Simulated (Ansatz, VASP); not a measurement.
## C: VASP beside Ansatz

INCAR

```
SYSTEM = C
ALGO = Normal ; EDIFF = 1E-6
EDIFFG = -0.04 ; ENCUT = 600
GGA = PE ; IBRION = 2
ISIF = 3 ; ISMEAR = 0
LASPH = .True. ; LCHARG = .False.
LREAL = .False. ; LWAVE = .False.
NELM = 100 ; NSW = 90
PREC = Accurate ; SIGMA = 0.1
```

File KPOINTS:

```
k-points
0
Gamma
  6 6 6
  0 0 0
```

Contents of POSCAR:

```
C
1.0
   -2.8004508500      2.8004508500      1.6521493900
    2.8004508500     -2.8004508500      1.6521493900
    2.8004508500      2.8004508500     -1.6521493900
C
8
Direct
    0.7841337900      0.7841337900      0.0000000000
    0.5341337900      0.0341337900      0.5000000000
    0.6415729900      0.6415729900      0.2831459900
    0.3584270100      0.3584270100      0.7168540100
    0.3915729900      0.6084270100      0.5000000000
    0.1084270100      0.8915729900      0.5000000000
    0.2158662100      0.2158662100      0.0000000000
    0.9658662100      0.4658662100      0.5000000000
```

Input for Ansatz:

```yaml
crystal:
  lattice:
    - [-2.80045085, 2.80045085, 1.65214939]
    - [2.80045085, -2.80045085, 1.65214939]
    - [2.80045085, 2.80045085, -1.65214939]
  atoms:
    - { symbol: C, position: [0.78413379, 0.78413379, 0.0] }
    - { symbol: C, position: [0.53413379, 0.03413379, 0.5] }
    - { symbol: C, position: [0.64157299, 0.64157299, 0.28314599] }
    - { symbol: C, position: [0.35842701, 0.35842701, 0.71685401] }
    - { symbol: C, position: [0.39157299, 0.60842701, 0.5] }
    - { symbol: C, position: [0.10842701, 0.89157299, 0.5] }
    - { symbol: C, position: [0.21586621, 0.21586621, 0.0] }
    - { symbol: C, position: [0.96586621, 0.46586621, 0.5] }
basis:
  ecutwfc: 420
kpoints:
  mp_grid: { grid: [6, 6, 6] }
hamiltonian:
  xc: pbe
scf:
  occupations: { method: gaussian, width: 0.1 }
  lower_state_search: "off"
output:
  forces: true
  stress: true
  eigenvalues: true
relax:
  adjacent_minimum: "off"
  f_tol: 0.04
  max_steps: 70
  cell: { stress_tol: 0.4 }
```

Alike in both runs: task relaxation of cell and atoms; functional PBE; k mesh 6 × 6 × 6; occupations gaussian, width 0.1 eV; no spin polarisation.

|  | VASP | Ansatz |
| --- | --- | --- |
| version | VASP 6.6.1 | Ansatz 0.2.0 |
| potentials or method | VASP PAW PBE potentials, release 64 (C), cutoff 600 eV | scalar-relativistic, plane waves, PAW |
| valence electrons in the cell | 32 | 32 |

VASP gave:

| Property | Result |
| --- | --- |
| gap on the k mesh at the Fermi level, each at its own relaxed structure (eV) | none |
| relaxed volume (Å³/atom) | 8.34 |
| relaxed cell length with the largest relative difference (Å) | 4.775 |

Task: Which values does Ansatz return?

Result: gap on the k mesh at the Fermi level, each at its own relaxed structure (eV): none; relaxed volume (Å³/atom): 8.32; relaxed cell length with the largest relative difference (Å): 4.770.

A gap of «none» marks a metal or a gap that the smearing closes.

The k mesh is coarse, so the values compare programs but aren't converged. Noted on VASP's run: the volume moved by over 15 % at a fixed basis, so the end points are rough.
